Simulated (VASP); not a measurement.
**KLi: relaxation of cell and atoms with PBE**

KLi:

```
K Li
1.0
     0.00000    3.71681    3.71681
     3.71681    0.00000    3.71681
     3.71681    3.71681    0.00000
K Li
1 1
Direct
  0.00000 0.00000 0.00000
  0.50000 0.50000 0.50000
```

| Quantity | Value |
| --- | --- |
| Program | VASP 6.6.1 |
| Task | relaxation of cell and atoms |
| Functional | PBE |
| Potentials or basis | VASP PAW PBE potentials, release 64 (K_sv, Li_sv) |
| Cutoff | 600 eV |
| k mesh | 14 × 14 × 14 |
| Occupations | gaussian, width 0.1 eV |
| Spin | no spin polarisation |
| Dipole correction | no |
| Further INCAR settings | ALGO = Fast; EDIFF = 1e-06; IBRION = 2; EDIFFG = -0.01; NSW = 100; ISIF = 3 |

```
Relaxed volume                        : 50.76 Å³/atom
Relaxed cell                          : a = 5.236 Å, b = 5.236 Å, c = 5.236 Å, α = 60.00°, β = 60.00°, γ = 60.00°
Space group after relaxing (to 0.1 Å) : Fm-3m (No. 225)
Energy gained by relaxing             : 0.1 meV/atom
Ionic steps                           : 3
Pressure after relaxing               : 0.0 GPa
Band gap on the k mesh                : zero (bands 6 and 7 overlap by 0.73 eV)
```

Step by step:
| step | energy change (eV) | largest force (eV/Å) | pressure (GPa) | volume (Å³) |
| --- | --- | --- | --- | --- |
| 1 | 0.0000 | 0.0000 | -0.06 | 102.69 |
| 2 | -0.0001 | 0.0000 | -0.05 | 102.40 |
| 3 | -0.0003 | 0.0000 | -0.02 | 101.52 |

Final structure:
```yaml
crystal:
  lattice:
    - [0.00000, 3.70258, 3.70258]
    - [3.70258, 0.00000, 3.70258]
    - [3.70258, 3.70258, 0.00000]
  atoms:
    - { symbol: K, position: [0.00000, 0.00000, 0.00000] }
    - { symbol: Li, position: [0.50000, 0.50000, 0.50000] }
```

Levels at points of the mesh, in eV from the Fermi level:
| k point | band 3 | band 4 | band 5 | band 6 | band 7 | band 8 | band 9 | band 10 |
| --- | --- | --- | --- | --- | --- | --- | --- | --- |
| (0.00, 0.00, 0.00) | -15.13 | -15.13 | -15.13 | -2.45 | 3.80 | 3.80 | 3.81 | 3.86 |
| (0.50, 0.00, 0.00) | -15.16 | -15.14 | -15.14 | -0.54 | -0.44 | 2.40 | 2.40 | 5.24 |
| (0.50, 0.50, 0.00) | -15.16 | -15.14 | -15.14 | -0.03 | 0.10 | 2.14 | 2.24 | 2.24 |

It took 9.9 min on 1 thread of Intel(R) Xeon(R) Platinum 8488C (Sapphire Rapids) (shared host), peak memory 0.36 GiB.

Caveat: the cutoff is under 1.25 times the usual one of these potentials, so pressure, stress and relaxed cells hold a basis-set (Pulay) error.
